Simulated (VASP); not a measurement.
# Ca (P6/mmm) in VASP: further runs

Ca is run at these levels: PBEsol; tasks: single point.

Everything below comes from runs of VASP 6.6.1. Logs are shortened: lines on timing, memory, paths and dates and some standing lists are left out, and cuts for length are marked.

## 1. The cell of the first run

Symmetry: P6/mmm, No. 191, hexagonal system. The conventional cell has a = 6.440 Å, b = 6.440 Å, c = 3.844 Å, α = 90.00°, β = 90.00°, γ = 120.00°. Within 5.0 Å of Ca (site symmetry 6/mmm) lie 14 Ca at 3.84 to 4.19 Å. Ca (site symmetry -6m2) has 11 Ca at 3.72 to 4.19 Å within 4.9 Å.

This isn't the form of Ca at room conditions, which is fcc.

## 2. Single point, PBEsol (46.02 Å³/atom)

INCAR reads:

```
SYSTEM = Ca
PREC = Accurate
ENCUT = 520
EDIFF = 1E-7
ISMEAR = -1
SIGMA = 0.1
LREAL = .FALSE.
LASPH = .TRUE.
NELM = 80
ALGO = Normal
ISIF = 2
LWAVE = .FALSE.
LCHARG = .FALSE.
GGA = PS
NBANDS = 22
```

KPOINTS reads:

```
Automatic mesh
0
G
  7 7 10
  0 0 0
```

POSCAR reads:

```
Ca
1.0
    6.4399145845      0.0000000000      0.0000000000
   -3.2199572923      5.5771296284      0.0000000000
    0.0000000000      0.0000000000      3.8439180333
Ca
3
Direct
    1.0000000000      1.0000000000      0.0000000000
    0.3333333333      0.6666666667      0.5000000000
    0.6666666667      0.3333333333      0.5000000000
```

Potentials or basis: VASP PAW PBE potentials, release 64 (Ca_sv).

The run is started by

```sh
$ cat potpaw_PBE.64/Ca_sv/POTCAR > POTCAR
$ mpirun -np 1 vasp_std > vasp.out
```

OUTCAR:

```text
SYSTEM = Ca
   PREC = Accurate
   ENCUT = 520
   EDIFF = 1E-7
   ISMEAR = -1
   LREAL = .FALSE.
   LASPH = .TRUE.
   NELM = 80
   ISIF = 2
   GGA = PS

 ion  position               nearest neighbor table
   1  0.000  0.000  0.000-
   2  0.333  0.667  0.500-
   3  0.667  0.333  0.500-

  LATTYP: Found a hexagonal cell.
 ALAT       =     6.4399145845
 C/A-ratio  =     0.5968895989

  Lattice vectors:

 A1 = (   6.4399145845,   0.0000000000,   0.0000000000)
 A2 = (  -3.2199572923,   5.5771296284,   0.0000000000)
 A3 = (   0.0000000000,   0.0000000000,   3.8439180333)

Analysis of symmetry for initial positions (statically):
=====================================================================
 Subroutine PRICEL returns:
 Original cell was already a primitive cell.

 Routine SETGRP: Setting up the symmetry group for a
 hexagonal supercell.

 Subroutine GETGRP returns: Found 24 space group operations
 (whereof 24 operations were pure point group operations)
 out of a pool of 24 trial point group operations.

The static configuration has the point symmetry D_6h.

Analysis of symmetry for dynamics (positions and initial velocities):
=====================================================================
 Subroutine PRICEL returns:
 Original cell was already a primitive cell.

 Routine SETGRP: Setting up the symmetry group for a
 hexagonal supercell.

 Subroutine GETGRP returns: Found 24 space group operations
 (whereof 24 operations were pure point group operations)
 out of a pool of 24 trial point group operations.

The dynamic configuration has the point symmetry D_6h.

 Subroutine INISYM returns: Found 24 space group operations
 (whereof 24 operations are pure point group operations),
 and found     1 'primitive' translations

----------------------------------------------------------------------------------------

                                     Primitive cell

  volume of cell :     138.0591

  direct lattice vectors                    reciprocal lattice vectors
     6.439914585  0.000000000  0.000000000     0.155281563  0.089651852  0.000000000
    -3.219957292  5.577129628  0.000000000     0.000000000  0.179303704  0.000000000
     0.000000000  0.000000000  3.843918033     0.000000000  0.000000000  0.260151229

  length of vectors
     6.439914585  6.439914585  3.843918033     0.179303704  0.179303704  0.260151229

  position of ions in fractional coordinates (direct lattice)
     0.000000000  0.000000000  0.000000000
     0.333333333  0.666666667  0.500000000
     0.666666667  0.333333333  0.500000000

  ion indices of the primitive-cell ions
   primitive index   ion index
                 1           1
                 2           2
                 3           3

----------------------------------------------------------------------------------------

 KPOINTS: Automatic mesh

Automatic generation of k-mesh.
 Grid dimensions read from file:
 generate k-points for:    7    7   10

 Generating k-lattice:

  Cartesian coordinates                     Fractional coordinates (reciprocal lattice)
     0.022183080  0.012807407  0.000000000     0.142857143  0.000000000  0.000000000
     0.000000000  0.025614815  0.000000000     0.000000000  0.142857143  0.000000000
     0.000000000  0.000000000  0.026015123     0.000000000  0.000000000  0.100000000

  Length of vectors
     0.025614815  0.025614815  0.026015123

  Shift w.r.t. Gamma in fractional coordinates (k-lattice)
     0.000000000  0.000000000  0.000000000

 Subroutine IBZKPT returns following result:
 ===========================================

 Found     48 irreducible k-points:

 Following reciprocal coordinates:
            Coordinates               Weight
  0.000000  0.000000  0.000000      1.000000
  0.142857 -0.000000  0.000000      6.000000
  0.285714 -0.000000  0.000000      6.000000
  0.428571 -0.000000  0.000000      6.000000
  0.142857  0.142857  0.000000      6.000000
  0.285714  0.142857  0.000000     12.000000
[... 16 lines left out ...]
  0.428571  0.142857  0.200000     12.000000
  0.285714  0.285714  0.200000     12.000000
 [... further k-points ...]
   k-points           NKPTS =     48   k-points in BZ     NKDIM =     48   number of bands    NBANDS=     22
   number of dos      NEDOS =    301   number of ions     NIONS =      3
   total plane-waves  NPLWV =  69120
   dimension x,y,z NGX =    48 NGY =   48 NGZ =   30
   dimension x,y,z NGXF=    96 NGYF=   96 NGZF=   60
   ions per type =               3
   NGX,Y,Z   is equivalent  to a cutoff of  12.39, 12.39, 12.97 a.u.
   NGXF,Y,Z  is equivalent  to a cutoff of  24.78, 24.78, 25.95 a.u.
 SYSTEM =  Ca
   PREC   = accura    normal or accurate (medium, high low for compatibility)
   ISTART =      0    job   : 0-new  1-cont  2-samecut
   ICHARG =      2    charge: 1-file 2-atom 10-const
   ISPIN  =      1    spin polarized calculation?
   LNONCOLLINEAR =      F non collinear calculations
   LSORBIT =      F    spin-orbit coupling
   LASPH  =      T    aspherical Exc in radial PAW
   ENCUT  =  520.0 eV  38.22 Ry    6.18 a.u.  11.97 11.97  7.15*2*pi/ulx,y,z
   NELM   =     80;   NELMIN=  2; NELMDL= -5     # of ELM steps
   EDIFF  = 0.1E-06   stopping-criterion for ELM
   LREAL  =      F    real-space projection
   EDIFFG = 0.1E-05   stopping-criterion for IOM
   NSW    =      0    number of steps for IOM
   IBRION =     -1    ionic relax: 0-MD 1-quasi-New 2-CG
   NFREE  =      0    steps in history (QN), initial steepest desc. (CG)
   ISIF   =      2    stress and relaxation
   ISYM   =      2    0-nonsym 1-usesym 2-fastsym
   POTIM  = 0.5000    time-step for ionic-motion
   TEBEG  =    0.0;   TEEND  =   0.0 temperature during run
   PSTRESS=    0.0 pullay stress
   NELECT =      30.0000    total number of electrons
   NUPDOWN=      -1.0000    fix difference up-down
   EMIN   =  10.00;   EMAX   =-10.00  energy-range for DOS
   EFERMI =   0.00;   METHOD = LEGACY
   ISMEAR =    -1;   SIGMA  =   0.10  broadening in eV -4-tet -1-fermi 0-gaus
   EFERMI_NEDOS =   21; number of points for ismear=-14 and -15
   IALGO  =     38    algorithm
   IMIX   =      4    mixing-type and parameters
     AMIX     =   0.40;   BMIX     =  1.00
     AMIX_MAG =   1.60;   BMIX_MAG =  1.00
  volume/ion in A,a.u.               =      46.02       310.56
  Fermi-wavevector in a.u.,A,eV,Ry     =   0.984223  1.859912 13.179900  0.968695
  Thomas-Fermi vector in A             =   2.115440
   LORBIT       =      0    0 simple, 1 ext, 2 COOP (PROOUT), +10 PAW based schemes
   GGA     = PS    functional components
   LHFCALC =     F    Hartree Fock is set to
   AEXX    =    0.0000 exact exchange contribution
   IVDW    =     0    specifies the selected vdW correction
   LEPSILON=     F    determine dielectric tensor
   LRPA    =     F    only Hartree local field effects (RPA)
 non-spin polarized calculation
  energy-cutoff  :      520.00
  volume of cell :      138.06
 maximum number of plane-waves:      3733
 NGX is ok and might be reduce to    48
   NGX = 23   NGY = 23   NGZ = 15

 number of electron      30.0000007 magnetization

 Free energy of the ion-electron system (eV)
  ---------------------------------------------------
  ext. energy  EPLUGINS =         0.00000000
  ---------------------------------------------------
  free energy    TOTEN  =        -6.23619437 eV

  energy without entropy =       -6.08856879  energy(sigma->0) =       -6.16238158

 E-fermi :   1.5804     XC(G=0):  -7.5382

 val. band max:        1.5773644534   @ k =   0.1429   0.1429   0.4000
 cond. band min:       1.5820094568   @ k =   0.1429  -0.0000   0.0000
 fundamental gap:      0.0046450034
 Fermi energy:         1.5803822439

 k-point     1 :       0.0000    0.0000    0.0000
  band No.  band energies     occupation
      1     -40.5140      2.00000
      2     -40.5006      2.00000
      3     -40.4456      2.00000
      4     -21.6059      2.00000
      5     -21.6059      2.00000
      6     -21.5379      2.00000
[... 14 lines left out ...]
     21       4.0080      0.00000
     22       4.0080      0.00000

 k-point     2 :       0.1429   -0.0000    0.0000
  band No.  band energies     occupation
      1     -40.5134      2.00000
      2     -40.5012      2.00000
      3     -40.4456      2.00000
      4     -21.6087      2.00000
      5     -21.6043      2.00000
      6     -21.5358      2.00000
[... 14 lines left out ...]
     21       3.8849      0.00000
     22       4.0835      0.00000

 k-point     3 :       0.2857   -0.0000    0.0000
  band No.  band energies     occupation
      1     -40.5118      2.00000
      2     -40.5027      2.00000
      3     -40.4457      2.00000
      4     -21.6142      2.00000
      5     -21.5981      2.00000
      6     -21.5367      2.00000
[... 14 lines left out ...]
     21       3.5635      0.00000
     22       4.1027      0.00000

 k-point     4 :       0.4286   -0.0000    0.0000
  band No.  band energies     occupation
      1     -40.5098      2.00000
      2     -40.5046      2.00000
      3     -40.4457      2.00000
      4     -21.6181      2.00000
      5     -21.5879      2.00000
      6     -21.5464      2.00000
[... 14 lines left out ...]
     21       3.3149      0.00000
     22       4.0223      0.00000

 k-point     5 :       0.1429    0.1429    0.0000
  band No.  band energies     occupation
      1     -40.5123      2.00000
      2     -40.5022      2.00000
      3     -40.4456      2.00000
      4     -21.6121      2.00000
      5     -21.6009      2.00000
      6     -21.5360      2.00000
[... 417 lines left out ...]
 k-point    22 :       0.2857    0.1429    0.2000
  band No.  band energies     occupation
      1     -40.5084      2.00000
      2     -40.5022      2.00000
      3     -40.4438      2.00000
      4     -21.6117      2.00000
      5     -21.5878      2.00000
      6     -21.5528      2.00000
[... 14 lines left out ...]
     21       3.4226      0.00000
     22       3.6296      0.00000

 k-point    23 :       0.4286    0.1429    0.2000
  band No.  band energies     occupation
      1     -40.5070      2.00000
      2     -40.5035      2.00000
      3     -40.4438      2.00000
      4     -21.6132      2.00000
      5     -21.5810      2.00000
      6     -21.5540      2.00000
[... 14 lines left out ...]
     21       3.3722      0.00000
     22       3.6396      0.00000

 k-point    24 :       0.2857    0.2857    0.2000
  band No.  band energies     occupation
      1     -40.5065      2.00000
      2     -40.5041      2.00000
      3     -40.4438      2.00000
      4     -21.6132      2.00000
      5     -21.5762      2.00000
      6     -21.5583      2.00000
[... 14 lines left out ...]
     21       3.2759      0.00000
     22       3.7548      0.00000

 [... further k-points ...]

------------------------ aborting loop because EDIFF is reached ----------------------------------------

  FORCE on cell =-STRESS in cart. coord.  units (eV):
  Direction    XX          YY          ZZ          XY          YZ          ZX
  --------------------------------------------------------------------------------------
  -------------------------------------------------------------------------------------
  Total       -1.4645069     -1.4645069     -1.3248118      0.0000000     -0.0000000      0.0000000
  in kB      -16.9956217    -16.9956217    -15.3744582      0.0000000     -0.0000000      0.0000000
  external PRESSURE =     -16.4552338 kB  Pullay stress =       0.0000000 kB

 VOLUME and BASIS-vectors are now :
 -----------------------------------------------------------------------------
  energy-cutoff  :      520.00
  volume of cell :      138.06
      direct lattice vectors                 reciprocal lattice vectors
     6.439914585  0.000000000  0.000000000     0.155281563  0.089651852  0.000000000
    -3.219957292  5.577129628  0.000000000     0.000000000  0.179303704  0.000000000
     0.000000000  0.000000000  3.843918033     0.000000000  0.000000000  0.260151229

 POSITION                                       TOTAL-FORCE (eV/Angst)
 -----------------------------------------------------------------------------------
      0.00000      0.00000      0.00000        -0.000000      0.000000      0.000000
     -0.00000      3.71809      1.92196         0.000000      0.000000      0.000000
      3.21996      1.85904      1.92196        -0.000000      0.000000      0.000000
 -----------------------------------------------------------------------------------
    total drift:                               -0.000000      0.000000     -0.000000

  FREE ENERGIE OF THE ION-ELECTRON SYSTEM (eV)
  ---------------------------------------------------
  free  energy   TOTEN  =        -6.2361943676 eV

  energy  without entropy=       -6.0885687919  energy(sigma->0) =       -6.16238158
```

It took 80 s on 1 thread of AMD EPYC 9R45 (Zen 5), shared host; peak memory 0.27 GiB.

What came out:

```
Free energy            : -6.2362 eV
Pressure               : -1.6 GPa
Band gap on the k mesh : zero (bands 15 and 16 overlap by 0.46 eV)
```

Caveat: the PAW data sets were made with another functional, which shifts forces and pressure a little.

## 3. Single point, PBEsol

This run uses another cell than the first one, of 41.09 Å³/atom.

INCAR reads:

```
ALGO = Normal
EDIFF = 1E-7
ENCUT = 520
GGA = PS
ISIF = 2
ISMEAR = -1
LASPH = True
LCHARG = True
LELF = True
LREAL = False
LVHAR = True
LWAVE = False
NBANDS = 22
NELM = 100
PREC = Accurate
SIGMA = 0.1
```

KPOINTS reads:

```
k-points
0
Gamma
  8 8 11
```

POSCAR reads:

```
Ca
1.0
    6.2011766005      0.0000000000      0.0000000000
   -3.1005883002      5.3703764694      0.0000000000
    0.0000000000      0.0000000000      3.7014178138
Ca
3
Direct
    1.0000000000      1.0000000000      0.0000000000
    0.3333333333      0.6666666667      0.5000000000
    0.6666666667      0.3333333333      0.5000000000
```

Potentials or basis: VASP PAW PBE potentials, release 64 (Ca_sv).

The run is started by

```sh
$ cat potpaw_PBE.64/Ca_sv/POTCAR > POTCAR
$ mpirun -np 1 vasp_std > vasp.out
```

It took 95 s on 1 thread of AMD EPYC 9R45 (Zen 5), shared host; peak memory 0.28 GiB.

The run converged. Its results:

```yaml
Free_energy: -6.3148 eV
Pressure: 0.0 GPa
Band_gap_on_the_k_mesh: zero (bands 15 and 16 overlap by 0.25 eV)
```

Levels at points of the mesh, in eV from the Fermi level:
```tsv
k point	band 13	band 14	band 15	band 16	band 17	band 18
(0.00, 0.00, 0.00)	-4.10	0.10	0.14	0.14	0.17	0.17
(0.50, 0.00, 0.00)	-2.69	-2.66	-0.94	-0.03	1.19	1.36
```

Caveat: the PAW data sets were made with another functional, which shifts forces and pressure a little.
